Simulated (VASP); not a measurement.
# Ir (P6/mmm) in VASP: further runs, part 2 of 2

VASP 6.6.1.

## (3) Single point, PBEsol

This run uses another cell than the first one, of 14.50 Å³/atom, 1.042 times its volume.

INCAR reads:

```
SYSTEM = Ir
ALGO = Normal ; EDIFF = 1E-6
ENCUT = 520 ; GGA = PS
ISIF = 2 ; ISMEAR = -1
LASPH = .TRUE. ; LCHARG = .FALSE.
LREAL = .FALSE. ; LWAVE = .FALSE.
NBANDS = 20 ; NELM = 60
PREC = Accurate ; SIGMA = 0.1
```

KPOINTS reads:

```
k-points
0
G
  11 11 15
  0 0 0
```

POSCAR reads:

```
Ir
1.0
    4.3342820521      0.0000000000      0.0000000000
   -2.1671410260      3.7535983643      0.0000000000
    0.0000000000      0.0000000000      2.6734395900
Ir
3
Direct
    0.0000000000      0.0000000000      0.0000000000
    0.3333333333      0.6666666667      0.5000000000
    0.6666666667      0.3333333333      0.5000000000
```

Potentials or basis: VASP PAW PBE potentials, release 64 (Ir).

The run is started by

```
cat potpaw_PBE.64/Ir/POTCAR > POTCAR
mpirun -np 1 vasp_std > vasp.out
```

OUTCAR:

```text
SYSTEM = Ir
   EDIFF = 1E-6
   ENCUT = 520
   GGA = PS
   ISIF = 2
   ISMEAR = -1
   LASPH = .TRUE.
   LREAL = .FALSE.
   NELM = 60
   PREC = Accurate

 ion  position               nearest neighbor table
   1  0.000  0.000  0.000-   2 2.84   3 2.84   2 2.84   3 2.84   2 2.84   2 2.84   3 2.84   3 2.84
                             3 2.84   3 2.84   2 2.84   2 2.84
   2  0.333  0.667  0.500-   3 2.50   3 2.50   3 2.50   1 2.84   1 2.84   1 2.84   1 2.84   1 2.84
                             1 2.84
   3  0.667  0.333  0.500-   2 2.50   2 2.50   2 2.50   1 2.84   1 2.84   1 2.84   1 2.84   1 2.84
                             1 2.84

  LATTYP: Found a hexagonal cell.
 ALAT       =     4.3342820521
 C/A-ratio  =     0.6168125558

  Lattice vectors:

 A1 = (   4.3342820521,   0.0000000000,   0.0000000000)
 A2 = (  -2.1671410260,   3.7535983643,   0.0000000000)
 A3 = (   0.0000000000,   0.0000000000,   2.6734395900)

Analysis of symmetry for initial positions (statically):
=====================================================================
 Subroutine PRICEL returns:
 Original cell was already a primitive cell.

 Routine SETGRP: Setting up the symmetry group for a
 hexagonal supercell.

 Subroutine GETGRP returns: Found 24 space group operations
 (whereof 24 operations were pure point group operations)
 out of a pool of 24 trial point group operations.

The static configuration has the point symmetry D_6h.

Analysis of symmetry for dynamics (positions and initial velocities):
=====================================================================
 Subroutine PRICEL returns:
 Original cell was already a primitive cell.

 Routine SETGRP: Setting up the symmetry group for a
 hexagonal supercell.

 Subroutine GETGRP returns: Found 24 space group operations
 (whereof 24 operations were pure point group operations)
 out of a pool of 24 trial point group operations.

[... 116 lines left out ...]
   EFERMI =   0.00;   METHOD = LEGACY
   ISMEAR =    -1;   SIGMA  =   0.10  broadening in eV -4-tet -1-fermi 0-gaus
   EFERMI_NEDOS =   21; number of points for ismear=-14 and -15
   IALGO  =     38    algorithm
   IMIX   =      4    mixing-type and parameters
     AMIX     =   0.40;   BMIX     =  1.00
     AMIX_MAG =   1.60;   BMIX_MAG =  1.00
  volume/ion in A,a.u.               =      14.50        97.84
  Fermi-wavevector in a.u.,A,eV,Ry     =   1.396532  2.639063 26.535474  1.950302
  Thomas-Fermi vector in A             =   2.519877
   LORBIT       =      0    0 simple, 1 ext, 2 COOP (PROOUT), +10 PAW based schemes
   GGA     = PS    functional components
   LHFCALC =     F    Hartree Fock is set to
   AEXX    =    0.0000 exact exchange contribution
   IVDW    =     0    specifies the selected vdW correction
   LEPSILON=     F    determine dielectric tensor
   LRPA    =     F    only Hartree local field effects (RPA)
 non-spin polarized calculation
  energy-cutoff  :      520.00
  volume of cell :       43.49
 maximum number of plane-waves:      1187
   NGX = 17   NGY = 17   NGZ =  9

 number of electron      27.0000002 magnetization

 Free energy of the ion-electron system (eV)
  ---------------------------------------------------
  ext. energy  EPLUGINS =         0.00000000
  ---------------------------------------------------
  free energy    TOTEN  =       -28.46296096 eV

  energy without entropy =      -28.31488667  energy(sigma->0) =      -28.38892381

 E-fermi :   9.8276     XC(G=0): -13.9400

 val. band max:        9.8274014097   @ k =   0.4545   0.0000   0.0667
 cond. band min:       9.8316586214   @ k =   0.1818   0.0000   0.4667
 fundamental gap:      0.0042572117
 Fermi energy:         9.8276316694

 k-point     1 :       0.0000    0.0000    0.0000
  band No.  band energies     occupation
      1      -1.0965      2.00000
      2       2.6345      2.00000
      3       4.9485      2.00000
      4       5.2274      2.00000
      5       5.2274      2.00000
      6       5.2364      2.00000
[... 541 lines left out ...]
     19      17.4090      0.00000
     20      18.8222      0.00000

 [... further k-points ...]

------------------------ aborting loop because EDIFF is reached ----------------------------------------

  FORCE on cell =-STRESS in cart. coord.  units (eV):
  Direction    XX          YY          ZZ          XY          YZ          ZX
  --------------------------------------------------------------------------------------
  -------------------------------------------------------------------------------------
  Total        0.2806469      0.2806469      0.0987312      0.0000000     -0.0000000     -0.0000000
  in kB       10.3379754     10.3379754      3.6368858      0.0000000     -0.0000000     -0.0000000
  external PRESSURE =       8.1042789 kB  Pullay stress =       0.0000000 kB

 VOLUME and BASIS-vectors are now :
 -----------------------------------------------------------------------------
  energy-cutoff  :      520.00
  volume of cell :       43.49
      direct lattice vectors                 reciprocal lattice vectors
     4.334282052  0.000000000  0.000000000     0.230718718  0.133205514  0.000000000
    -2.167141026  3.753598364  0.000000000     0.000000000  0.266411028  0.000000000
     0.000000000  0.000000000  2.673439590     0.000000000  0.000000000  0.374049971

 POSITION                                       TOTAL-FORCE (eV/Angst)
 -----------------------------------------------------------------------------------
      0.00000      0.00000      0.00000        -0.000000      0.000000      0.000000
     -0.00000      2.50240      1.33672         0.000000     -0.000000     -0.000000
      2.16714      1.25120      1.33672        -0.000000      0.000000      0.000000
 -----------------------------------------------------------------------------------
    total drift:                               -0.000000      0.000000      0.000000

  FREE ENERGIE OF THE ION-ELECTRON SYSTEM (eV)
  ---------------------------------------------------
  free  energy   TOTEN  =       -28.4629609585 eV

  energy  without entropy=      -28.3148866668  energy(sigma->0) =      -28.38892381
```

OSZICAR:

```text
N       E                     dE             d eps       ncg     rms          rms(c)
DAV:   1     0.260951876499E+03    0.26095E+03   -0.12056E+04  5120   0.131E+03
DAV:   2    -0.181727397566E+02   -0.27912E+03   -0.26458E+03  5132   0.397E+02
DAV:   3    -0.299784320382E+02   -0.11806E+02   -0.11021E+02  6140   0.901E+01
DAV:   4    -0.302443500291E+02   -0.26592E+00   -0.26473E+00  5824   0.126E+01
DAV:   5    -0.302498148687E+02   -0.54648E-02   -0.54638E-02  5868   0.174E+00    0.269E+01
DAV:   6    -0.287818134396E+02    0.14680E+01   -0.28545E+00  5828   0.181E+01    0.113E+01
DAV:   7    -0.290082360485E+02   -0.22642E+00   -0.42661E+00  7224   0.216E+01    0.776E+00
DAV:   8    -0.284756879254E+02    0.53255E+00   -0.27963E+00  7316   0.154E+01    0.196E+00
DAV:   9    -0.284634382818E+02    0.12250E-01   -0.46472E-02  5464   0.220E+00    0.553E-01
DAV:  10    -0.284629504783E+02    0.48780E-03   -0.20150E-03  6936   0.491E-01    0.434E-02
DAV:  11    -0.284629604072E+02   -0.99289E-05   -0.88654E-05  5712   0.969E-02    0.219E-02
DAV:  12    -0.284629609585E+02   -0.55126E-06   -0.39471E-06  4904   0.170E-02
   1 F= -.28462961E+02 E0= -.28388924E+02  d E =-.148074E+00
```

Wall time 30 s (1 thread of Intel Xeon 6975P-C (Granite Rapids), shared host); peak memory 0.21 GiB.

What came out:

- Free energy: -28.4630 eV
- Pressure: 0.8 GPa

Stress tensor (GPa, compression positive):
```
1.03 0.00 0.00
0.00 1.03 0.00
0.00 0.00 0.36
```

Caveat: the PAW data sets were made with another functional, which shifts forces and pressure a little; spin-orbit coupling is left out, which moves the levels of the heavy elements.

## (4) Single point, PBEsol

This run uses another cell than the first one, of 14.50 Å³/atom, 1.042 times its volume.

INCAR reads:

```
PREC = Accurate
ENCUT = 520
EDIFF = 1E-6
ISMEAR = -1
SIGMA = 0.1
LREAL = False
LASPH = True
NELM = 100
ALGO = Normal
ISIF = 2
LWAVE = False
LCHARG = False
GGA = PS
NBANDS = 20
```

KPOINTS reads:

```
Automatic mesh
0
Gamma
  11 11 15
```

POSCAR is that of step 3.

The run is started by

```
cat potpaw_PBE.64/Ir/POTCAR > POTCAR
mpirun -np 1 vasp_std > vasp.out
```

Run time: 30 s. Hardware: 1 thread of Intel Xeon 6975P-C (Granite Rapids), shared host; peak memory 0.21 GiB.

It converged, with:

- Free energy: -28.4630 eV
- Pressure: 0.8 GPa

Stress tensor (GPa, compression positive):
```
1.03 0.00 0.00
0.00 1.03 0.00
0.00 0.00 0.36
```

Levels at points of the mesh, in eV from the Fermi level:
```tsv
k point	band 12	band 13	band 14	band 15	band 16	band 17
(0.00, 0.00, 0.00)	-2.07	-2.03	-2.03	1.20	1.20	6.09
```

Caveat: the PAW data sets were made with another functional, which shifts forces and pressure a little; spin-orbit coupling is left out, which moves the levels of the heavy elements.

## (5) Single point, PBEsol (volume scaled by 1.04)

INCAR: that of step 4 with these lines changed.

```diff
@@ -7,3 +7,3 @@
 LASPH = True
-NELM = 100
+NELM = 80
 ALGO = Normal
```

KPOINTS is that of step 4.

POSCAR reads:

```
Ir
1.0
    4.3913186199      0.0000000000      0.0000000000
   -2.1956593099      3.8029934810      0.0000000000
    0.0000000000      0.0000000000      2.7086204611
Ir
3
Direct
    0.0000000000      0.0000000000      0.0000000000
    0.3333333333      0.6666666667      0.5000000000
    0.6666666667      0.3333333333      0.5000000000
```

The run is started by

```
cat potpaw_PBE.64/Ir/POTCAR > POTCAR
mpirun -np 1 vasp_std > vasp.out
```

Wall time 35 s (1 thread of Intel Xeon 6975P-C (Granite Rapids), shared host); peak memory 0.23 GiB.

It converged, with:

```
Free energy : -28.3993 eV
Pressure    : -12.1 GPa
```

Stress tensor (GPa, compression positive):
```
-12.34   0.00   0.00
  0.00 -12.34   0.00
  0.00   0.00 -11.67
```

Levels at points of the mesh, in eV from the Fermi level:
```tsv
k point	band 11	band 12	band 13	band 14	band 15	band 16	band 17	band 18
(0.00, 0.00, 0.00)	-1.94	-1.94	-1.90	-1.90	1.12	1.12	5.82	7.10
```

Caveat: the cell differs from its parent crystal (volume scaled by 1.04); the PAW data sets were made with another functional, which shifts forces and pressure a little; spin-orbit coupling is left out, which moves the levels of the heavy elements.

## (6) Summary

```csv
cell,gap on the mesh (eV),pressure (GPa)
"a = 4.276, b = 4.276, c = 2.637 Å, angles 90.0, 90.0, 120.0°, 3 atoms",none,17.3
"a = 4.334, b = 4.334, c = 2.673 Å, angles 90.0, 90.0, 120.0°, 3 atoms",none,0.8
"a = 4.391, b = 4.391, c = 2.709 Å, angles 90.0, 90.0, 120.0°, 3 atoms",none,-12.1
```

Alike in all rows: task single point; level PBEsol; potentials or basis VASP PAW PBE potentials, release 64 (Ir); no spin polarisation; k mesh 11 × 11 × 15; cutoff (eV) 520; smearing fermi-dirac 0.1 eV.

Caveats: the PAW data sets were made with another functional, which shifts forces and pressure a little; spin-orbit coupling is left out, which moves the levels of the heavy elements.

Absolute energies hang on the potentials; compare differences alone.
